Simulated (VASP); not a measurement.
# C (P6_3/mmc) in VASP: single point with HSE06

Aim: the single point of C with HSE06.

Program: VASP 6.6.1. These are calculated values, not measurements. Logs are shortened: lines on timing, memory, paths and dates and some standing lists are left out, and cuts for length are marked.

## (1) The cell of the first run

Symmetry: P6_3/mmc, No. 194, hexagonal system. The conventional cell has a = 2.503 Å, b = 2.503 Å, c = 4.169 Å, α = 90.00°, β = 90.00°, γ = 120.00°. Within 2.0 Å of C (site symmetry 3m) lie 4 C at 1.54 to 1.56 Å.

## (2) Single point, HSE06

POSCAR

```
C
1.0
    2.5031953710      0.0000000000      0.0000000000
   -1.2515976855      2.1678307819      0.0000000000
    0.0000000000      0.0000000000      4.1688692747
C
4
Direct
    0.3333333333      0.6666666667      0.0002313176
    0.6666666667      0.3333333333      0.5002313176
    0.3333333333      0.6666666667      0.3747686824
    0.6666666667      0.3333333333      0.8747686824
```

INCAR.step1

```
SYSTEM = C
PREC = Accurate
ENCUT = 520
EDIFF = 1E-5
ISMEAR = 0
SIGMA = 0.01
LREAL = .False.
LASPH = .True.
NELM = 80
ALGO = Normal
ISIF = 2
LWAVE = .True.
NBANDS = 16
GGA = PE
```

INCAR.step2

```
SYSTEM = C
PREC = Accurate
ENCUT = 520
EDIFF = 1E-6
ISMEAR = 0
SIGMA = 0.01
LREAL = .False.
LASPH = .True.
NELM = 80
ALGO = Normal
ISIF = 2
LWAVE = .False.
LCHARG = .True.
GGA = PE
LHFCALC = .True.
HFSCREEN = 0.2079
PRECFOCK = Normal
LELF = .True.
LVHAR = .True.
NBANDS = 16
ISTART = 1
```

KPOINTS

```
regular mesh
0
Gamma
  9 9 4
  0 0 0
```

Potentials or basis: VASP PAW PBE potentials, release 64 (C).

The run is started by

```bash
$ cat potpaw_PBE.64/C/POTCAR > POTCAR
$ cp INCAR.step1 INCAR
$ mpirun -np 1 vasp_std > vasp.out
$ cp INCAR.step2 INCAR
$ mpirun -np 1 vasp_std > vasp.out
```

OUTCAR:

```text
SYSTEM = C
   PREC = Accurate
   ENCUT = 520
   EDIFF = 1E-6
   ISMEAR = 0
   LREAL = .False.
   LASPH = .True.
   NELM = 80
   ISIF = 2
   GGA = PE
   LHFCALC = .True.
   HFSCREEN = 0.2079
   PRECFOCK = Normal
   ISTART = 1

 ion  position               nearest neighbor table
   1  0.333  0.667  0.000-   4 1.54   4 1.54   4 1.54   3 1.56
   2  0.667  0.333  0.500-   3 1.54   3 1.54   3 1.54   4 1.56
   3  0.333  0.667  0.375-   2 1.54   2 1.54   2 1.54   1 1.56
   4  0.667  0.333  0.875-   1 1.54   1 1.54   1 1.54   2 1.56

  LATTYP: Found a hexagonal cell.
 ALAT       =     2.5031953710
 C/A-ratio  =     1.6654190572

  Lattice vectors:

 A1 = (   2.5031953710,   0.0000000000,   0.0000000000)
 A2 = (  -1.2515976855,   2.1678307819,   0.0000000000)
 A3 = (   0.0000000000,   0.0000000000,   4.1688692747)

Analysis of symmetry for initial positions (statically):
=====================================================================
 Subroutine PRICEL returns:
 Original cell was already a primitive cell.

 Routine SETGRP: Setting up the symmetry group for a
 hexagonal supercell.

 Subroutine GETGRP returns: Found 24 space group operations
 (whereof  6 operations were pure point group operations)
 out of a pool of 24 trial point group operations.

The static configuration has the point symmetry C_3v.
 The point group associated with its full space group is D_6h.

Analysis of symmetry for dynamics (positions and initial velocities):
=====================================================================
 Subroutine PRICEL returns:
 Original cell was already a primitive cell.

 Routine SETGRP: Setting up the symmetry group for a
 hexagonal supercell.

 Subroutine GETGRP returns: Found 24 space group operations
 (whereof  6 operations were pure point group operations)
 out of a pool of 24 trial point group operations.

The dynamic configuration has the point symmetry C_3v.
 The point group associated with its full space group is D_6h.

 Subroutine INISYM returns: Found 24 space group operations
 (whereof  6 operations are pure point group operations),
 and found     1 'primitive' translations

----------------------------------------------------------------------------------------

                                     Primitive cell

  volume of cell :      22.6224

  direct lattice vectors                    reciprocal lattice vectors
     2.503195371  0.000000000  0.000000000     0.399489393  0.230645309  0.000000000
    -1.251597685  2.167830782  0.000000000     0.000000000  0.461290617  0.000000000
     0.000000000  0.000000000  4.168869275     0.000000000  0.000000000  0.239873197

  length of vectors
     2.503195371  2.503195371  4.168869275     0.461290617  0.461290617  0.239873197

  position of ions in fractional coordinates (direct lattice)
     0.333333333  0.666666667  0.000231318
     0.666666667  0.333333333  0.500231318
     0.333333333  0.666666667  0.374768682
     0.666666667  0.333333333  0.874768682

  ion indices of the primitive-cell ions
   primitive index   ion index
                 1           1
                 2           2
                 3           3
                 4           4

----------------------------------------------------------------------------------------

 KPOINTS: regular mesh

Automatic generation of k-mesh.
 Grid dimensions read from file:
 generate k-points for:    9    9    4

 Generating k-lattice:

  Cartesian coordinates                     Fractional coordinates (reciprocal lattice)
     0.044387710  0.025627257  0.000000000     0.111111111  0.000000000  0.000000000
     0.000000000  0.051254513  0.000000000     0.000000000  0.111111111  0.000000000
     0.000000000  0.000000000  0.059968299     0.000000000  0.000000000  0.250000000

  Length of vectors
     0.051254513  0.051254513  0.059968299

  Shift w.r.t. Gamma in fractional coordinates (k-lattice)
     0.000000000  0.000000000  0.000000000

 Subroutine IBZKPT returns following result:
 ===========================================

 Found     36 irreducible k-points:

 Following reciprocal coordinates:
            Coordinates               Weight
  0.000000  0.000000  0.000000      1.000000
  0.111111  0.000000  0.000000      6.000000
  0.222222  0.000000  0.000000      6.000000
  0.333333 -0.000000  0.000000      6.000000
  0.444444  0.000000  0.000000      6.000000
  0.111111  0.111111  0.000000      6.000000
[... 16 lines left out ...]
  0.333333  0.222222  0.250000     24.000000
  0.333333  0.333333  0.250000      4.000000
 [... further k-points ...]
   k-points           NKPTS =     36   k-points in BZ     NKDIM =    324   number of bands    NBANDS=     16
   number of dos      NEDOS =    301   number of ions     NIONS =      4
   total plane-waves  NPLWV =  12800
   dimension x,y,z NGX =    20 NGY =   20 NGZ =   32
   dimension x,y,z NGXF=    40 NGYF=   40 NGZF=   64
   ions per type =               4
   NGX,Y,Z   is equivalent  to a cutoff of  13.28, 13.28, 12.76 a.u.
   NGXF,Y,Z  is equivalent  to a cutoff of  26.57, 26.57, 25.52 a.u.
 SYSTEM =  C
   PREC   = accura    normal or accurate (medium, high low for compatibility)
   ISTART =      1    job   : 0-new  1-cont  2-samecut
   ICHARG =      0    charge: 1-file 2-atom 10-const
   ISPIN  =      1    spin polarized calculation?
   LNONCOLLINEAR =      F non collinear calculations
   LSORBIT =      F    spin-orbit coupling
   LASPH  =      T    aspherical Exc in radial PAW
   ENCUT  =  520.0 eV  38.22 Ry    6.18 a.u.   4.65  4.65  7.75*2*pi/ulx,y,z
   NELM   =     80;   NELMIN=  2; NELMDL=  0     # of ELM steps
   EDIFF  = 0.1E-05   stopping-criterion for ELM
   LREAL  =      F    real-space projection
   EDIFFG = 0.1E-04   stopping-criterion for IOM
   NSW    =      0    number of steps for IOM
   IBRION =     -1    ionic relax: 0-MD 1-quasi-New 2-CG
   NFREE  =      0    steps in history (QN), initial steepest desc. (CG)
   ISIF   =      2    stress and relaxation
   ISYM   =      3    0-nonsym 1-usesym 2-fastsym
   POTIM  = 0.5000    time-step for ionic-motion
   TEBEG  =    0.0;   TEEND  =   0.0 temperature during run
   PSTRESS=    0.0 pullay stress
   NELECT =      16.0000    total number of electrons
   NUPDOWN=      -1.0000    fix difference up-down
   EMIN   =  10.00;   EMAX   =-10.00  energy-range for DOS
   EFERMI =   0.00;   METHOD = LEGACY
   ISMEAR =     0;   SIGMA  =   0.01  broadening in eV -4-tet -1-fermi 0-gaus
   EFERMI_NEDOS =   21; number of points for ismear=-14 and -15
   IALGO  =     38    algorithm
   IMIX   =      1    mixing-type and parameters
     AMIX     =   0.40;   BMIX     =  1.00
     AMIX_MAG =   1.60;   BMIX_MAG =  1.00
  volume/ion in A,a.u.               =       5.66        38.17
  Fermi-wavevector in a.u.,A,eV,Ry     =   1.458597  2.756349 28.946471  2.127506
  Thomas-Fermi vector in A             =   2.575263
   LORBIT       =      0    0 simple, 1 ext, 2 COOP (PROOUT), +10 PAW based schemes
   GGA     = PE    functional components
   LHFCALC =     T    Hartree Fock is set to
   PRECFOCK=normal    Normal, Fast or Accurate (Low or Medium for compatibility)
   ENCUT4O =  -1.0   cutoff for four orbital integrals eV
   NKREDX  =     1    reduce k-point grid by
   NKREDY  =     1    reduce k-point grid by
   NKREDZ  =     1    reduce k-point grid by
   AEXX    =    0.2500 exact exchange contribution
   HFSCREEN=    0.2079 screening length (either q_TF or 0.3 A-1)
   HFSCREENC=   0.2079 screening length for correlation (either q_TF or 0.3 A-1)
   ENCUTFOCK=  -1.0 apply spherical cutoff to Coloumb kernel
   IVDW    =     0    specifies the selected vdW correction
   LEPSILON=     F    determine dielectric tensor
   LRPA    =     F    only Hartree local field effects (RPA)
 non-spin polarized calculation
 Gauss-broadening in eV      SIGMA  =   0.01
  energy-cutoff  :      520.00
  volume of cell :       22.62
 maximum number of plane-waves:       624
 NGX is ok and might be reduce to    20
  NGX = 14; NGY = 14; NGZ = 24

 number of electron      16.0000000 magnetization

 Free energy of the ion-electron system (eV)
  ---------------------------------------------------
  ext. energy  EPLUGINS =         0.00000000
  ---------------------------------------------------
  free energy    TOTEN  =       -41.99588025 eV

  energy without entropy =      -41.99588025  energy(sigma->0) =      -41.99588025

 E-fermi :   9.5056     XC(G=0): -10.8281

 val. band max:        9.4578911744   @ k =   0.0000   0.0000   0.0000
 cond. band min:      13.8230628260   @ k =   0.3333   0.3333   0.0000
 fundamental gap:      4.3651716516
 Fermi energy:         9.5055756507

 k-point     1 :       0.0000    0.0000    0.0000
  band No.  band energies     occupation
      1     -14.4458      2.00000
      2      -8.4447      2.00000
      3      -5.5166      2.00000
      4       6.1017      2.00000
      5       6.1017      2.00000
      6       8.9776      2.00000
[... 8 lines left out ...]
     15      25.6390      0.00000
     16      28.8996      0.00000

 k-point     2 :       0.1111    0.0000    0.0000
  band No.  band energies     occupation
      1     -14.1132      2.00000
      2      -8.1416      2.00000
      3      -5.2070      2.00000
      4       4.5239      2.00000
      5       5.4591      2.00000
      6       8.1155      2.00000
[... 8 lines left out ...]
     15      26.0480      0.00000
     16      27.5273      0.00000

 k-point     3 :       0.2222    0.0000    0.0000
  band No.  band energies     occupation
      1     -13.1221      2.00000
      2      -7.2376      2.00000
      3      -4.3305      2.00000
      4       1.2289      2.00000
      5       4.1898      2.00000
      6       5.2511      2.00000
[... 8 lines left out ...]
     15      25.5038      0.00000
     16      27.1506      0.00000
[... 362 lines left out ...]
 k-point    23 :       0.3333    0.2222    0.2500
  band No.  band energies     occupation
      1      -8.0894      2.00000
      2      -5.3946      2.00000
      3      -4.3352      2.00000
      4      -1.7858      2.00000
      5      -0.7944      2.00000
      6       1.8998      2.00000
[... 8 lines left out ...]
     15      26.0472      0.00000
     16      27.7684      0.00000

 k-point    24 :       0.3333    0.3333    0.2500
  band No.  band energies     occupation
      1      -6.3064      2.00000
      2      -6.3064      2.00000
      3      -2.8771      2.00000
      4      -2.8771      2.00000
      5      -2.1760      2.00000
      6       0.8268      2.00000
[... 8 lines left out ...]
     15      27.1725      0.00000
     16      27.1725      0.00000

 [... further k-points ...]

------------------------ aborting loop because EDIFF is reached ----------------------------------------

  FORCE on cell =-STRESS in cart. coord.  units (eV):
  Direction    XX          YY          ZZ          XY          YZ          ZX
  --------------------------------------------------------------------------------------
  -------------------------------------------------------------------------------------
  Total       -0.6304140     -0.6304140     -0.8075180      0.0000000     -0.0000000     -0.0000000
  in kB      -44.6475877    -44.6475877    -57.1905673      0.0000000     -0.0000000     -0.0000000
  external PRESSURE =     -48.8285809 kB  Pullay stress =       0.0000000 kB

 VOLUME and BASIS-vectors are now :
 -----------------------------------------------------------------------------
  energy-cutoff  :      520.00
  volume of cell :       22.62
      direct lattice vectors                 reciprocal lattice vectors
     2.503195371  0.000000000  0.000000000     0.399489393  0.230645309  0.000000000
    -1.251597685  2.167830782  0.000000000     0.000000000  0.461290617  0.000000000
     0.000000000  0.000000000  4.168869275     0.000000000  0.000000000  0.239873197

 POSITION                                       TOTAL-FORCE (eV/Angst)
 -----------------------------------------------------------------------------------
     -0.00000      1.44522      0.00096        -0.000000     -0.000000     -0.001584
      1.25160      0.72261      2.08540         0.000000      0.000000     -0.001584
     -0.00000      1.44522      1.56236        -0.000000     -0.000000      0.001584
      1.25160      0.72261      3.64680         0.000000      0.000000      0.001584
 -----------------------------------------------------------------------------------
    total drift:                                0.000000      0.000000      0.000000

  FREE ENERGIE OF THE ION-ELECTRON SYSTEM (eV)
  ---------------------------------------------------
  free  energy   TOTEN  =       -41.9958802515 eV

  energy  without entropy=      -41.9958802515  energy(sigma->0) =      -41.99588025
```

Wall time 72 min (1 thread of Oxide Virtual Turin-like, shared host); peak memory 0.21 GiB.

What came out:

* Free energy: -41.9959 eV
* Pressure: -4.9 GPa
* Band gap on the k mesh: 4.37 eV (least direct gap 6.33 eV)

Levels at points of the mesh, in eV from the valence-band top:
```
           k point  band 6  band 7  band 8  band 9  band 10  band 11
(0.00, 0.00, 0.00)   -0.48    0.00    0.00    6.33     6.33     6.71
(0.00, 0.00, 0.50)   -2.00   -2.00   -2.00    8.77     8.77     8.77
```

Caveat: the cell stands under tension; the PAW data sets were made with another functional, which shifts forces and pressure a little; an odd mesh through Γ misses points on the zone boundary, where band edges can lie.
